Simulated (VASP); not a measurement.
**Ni: single point with PBEsol**

Ni:

```xyz
2
Lattice="2.4480 0.0000 0.0000 -1.2240 2.1200 0.0000 0.0000 0.0000 4.0728" Properties=species:S:1:pos:R:3 pbc="T T T"
Ni    0.0000    1.4134    1.0182
Ni    1.2240    0.7067    3.0546
```

This isn't the form of Ni at room conditions, which is fcc.

```yaml
Program: VASP 6.6.1
Task: single point
Functional: PBEsol
Potentials_or_basis: VASP PAW PBE potentials, release 64 (Ni)
Cutoff: 520 eV
k_mesh: 14 × 14 × 8
Occupations: gaussian, width 0.05 eV
Spin: collinear spin, ferromagnetic start
Starting_moments: "[1.5, 1.5] μB"
Dipole_correction: no
Further_INCAR_settings: ALGO = Normal; EDIFF = 1e-06; NBANDS = 21
```

The pressure is -3.5 GPa. The net moment is 1.17 μB per cell and the site moments are Ni +0.59 μB. The valence electrons inside the program's atomic spheres are Ni 9.37.

Stress tensor (GPa, compression positive):
```
-2.62  0.00  0.00
 0.00 -2.62  0.00
 0.00  0.00 -5.39
```

Levels at points of the mesh, in eV from the Fermi level:
Spin up:
| k point | band 8 | band 9 | band 10 | band 11 | band 12 | band 13 | band 14 | band 15 |
| --- | --- | --- | --- | --- | --- | --- | --- | --- |
| (0.00, 0.00, 0.00) | -1.61 | -1.61 | -0.67 | -0.67 | -0.60 | 5.60 | 23.05 | 25.25 |
| (0.50, 0.00, 0.00) | -0.55 | -0.51 | -0.43 | 1.23 | 3.18 | 9.39 | 9.94 | 12.52 |
| (0.00, 0.00, 0.50) | -2.42 | -0.97 | -0.97 | -0.97 | -0.97 | 14.19 | 14.19 | 23.76 |
| (0.50, 0.00, 0.50) | -0.98 | -0.48 | -0.48 | 1.45 | 1.45 | 7.02 | 7.02 | 18.69 |
Spin down:
| k point | band 6 | band 7 | band 8 | band 9 | band 10 | band 11 | band 12 | band 13 | band 14 | band 15 |
| --- | --- | --- | --- | --- | --- | --- | --- | --- | --- | --- |
| (0.00, 0.00, 0.00) | -1.48 | -1.48 | -0.99 | -0.99 | -0.63 | -0.01 | -0.01 | 5.98 | 22.95 | 25.21 |
| (0.50, 0.00, 0.00) | -1.80 | -1.49 | 0.16 | 0.16 | 0.29 | 1.68 | 3.53 | 9.51 | 10.06 | 12.70 |
| (0.00, 0.00, 0.50) | -1.80 | -1.80 | -1.80 | -0.31 | -0.31 | -0.31 | -0.31 | 14.33 | 14.33 | 23.67 |
| (0.50, 0.00, 0.50) | -0.92 | -0.42 | -0.42 | 0.24 | 0.24 | 1.61 | 1.61 | 7.33 | 7.33 | 18.76 |

It took 2 min on 1 thread of Intel Xeon 8259CL, on a shared host, peak memory 0.19 GiB.

Caveat: the cell stands under tension; the PAW data sets were made with another functional, which shifts forces and pressure a little.
